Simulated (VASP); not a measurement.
Wanted: the native input for a VASP 6.6.1 run.

```
Task                   : relaxation of the atoms
Functional             : PBE
Potentials or basis    : VASP PAW PBE potentials, release 64 (Si, Ti_sv)
Cutoff                 : 450 eV
k mesh                 : 2 × 2 × 2
Occupations            : gaussian, width 0.02 eV
Spin                   : no spin polarisation
Dipole correction      : no
Further INCAR settings : ALGO = Normal; EDIFF = 1e-07; IBRION = 2; EDIFFG = -0.03; NSW = 80
```

The structure of TiSi16 (a cell with a defect) lies in POSCAR:

```
TiSi16
1.0
    0.0000000000      5.4300000000      5.4300000000
    5.4300000000      0.0000000000      5.4300000000
    5.4300000000      5.4300000000      0.0000000000
Si Ti
16 1
Direct
    0.0000000000      0.0000000000      0.0000000000
    0.1250000000      0.1250000000      0.1250000000
    0.0000000000      0.0000000000      0.5000000000
    0.1250000000      0.1250000000      0.6250000000
    0.0000000000      0.5000000000      0.0000000000
    0.1250000000      0.6250000000      0.1250000000
    0.0000000000      0.5000000000      0.5000000000
    0.1250000000      0.6250000000      0.6250000000
    0.5000000000      0.0000000000      0.0000000000
    0.6250000000      0.1250000000      0.1250000000
    0.5000000000      0.0000000000      0.5000000000
    0.6250000000      0.1250000000      0.6250000000
    0.5000000000      0.5000000000      0.0000000000
    0.6250000000      0.6250000000      0.1250000000
    0.5000000000      0.5000000000      0.5000000000
    0.6250000000      0.6250000000      0.6250000000
    0.3069901500      1.0711862600      0.8087066700
```

The input as run:

INCAR

```
SYSTEM = TiSi16
PREC = Accurate
ENCUT = 450
EDIFF = 1E-7
ISMEAR = 0
SIGMA = 0.02
LREAL = .False.
LASPH = .True.
NELM = 120
ALGO = Normal
ISIF = 2
LWAVE = .False.
LCHARG = .False.
GGA = PE
IBRION = 2
NSW = 80
EDIFFG = -0.03
GGA_COMPAT = .False.
NELMIN = 4
```

KPOINTS

```
Automatic mesh
0
Gamma
  2 2 2
  0 0 0
```

Potentials or basis: VASP PAW PBE potentials, release 64 (Si, Ti_sv).

Run with:

```sh
$ cat potpaw_PBE.64/Si/POTCAR potpaw_PBE.64/Ti_sv/POTCAR > POTCAR
$ mpirun -np 1 vasp_std > vasp.out
```

It gave:

* Energy gained by relaxing: 190.2 meV/atom
* Ionic steps: 50
* Pressure after relaxing: 4.0 GPa
* Largest force after relaxing: 0.026 eV/Å
* Band gap on the k mesh: zero (bands 38 and 39 overlap by 0.42 eV)

Caveat: the k points lie up to 0.50 Å⁻¹ apart.

Run time: 68 min on 1 thread of Intel(R) Xeon(R) Platinum 8488C (Sapphire Rapids), on a shared host, peak memory 0.44 GiB.
